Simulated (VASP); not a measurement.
YbB2:

```
Yb B
1.0
     3.25030    0.00000    0.00000
    -1.62515    2.81484    0.00000
     0.00000    0.00000    3.73150
Yb B
1 2
Direct
  0.00000 0.00000 0.00000
  0.33333 0.66667 0.50000
  0.66667 0.33333 0.50000
```

* Program: VASP 6.6.1
* Task: relaxation of cell and atoms
* Functional: PBE
* Potentials or basis: VASP PAW PBE potentials, release 64 (Yb, B)
* Cutoff: 600 eV
* k mesh: 10 × 10 × 7
* Occupations: fermi-dirac, width 0.1 eV
* Spin: no spin polarisation

At the start: pressure 3.5 GPa; volume 11.38 Å³/atom.

Question: Where does the relaxation end?

Answer: Over 6 steps the energy falls by 9.2 meV/atom and the volume is 11.62 Å³/atom (+2.1 %); space group P6/mmm (No. 191, to 0.1 Å) before and after.

Step by step:
```csv
step,energy change (eV),largest force (eV/Å),pressure (GPa),volume (Å³)
1,0.0000,0.0000,3.52,34.14
2,-0.0229,0.0000,-2.11,35.38
3,-0.0235,0.0000,-1.67,35.18
4,-0.0276,0.0000,0.03,34.81
5,-0.0278,0.0000,-0.48,34.87
6,-0.0277,0.0000,0.01,34.85
```

Final structure:
```xyz
3
Lattice="3.2316 0.0000 0.0000 -1.6158 2.7987 0.0000 0.0000 0.0000 3.8531" Properties=species:S:1:pos:R:3 pbc="T T T"
Yb    0.0000    0.0000    3.8531
B     0.0000    1.8658    1.9265
B     1.6158    0.9329    1.9265
```
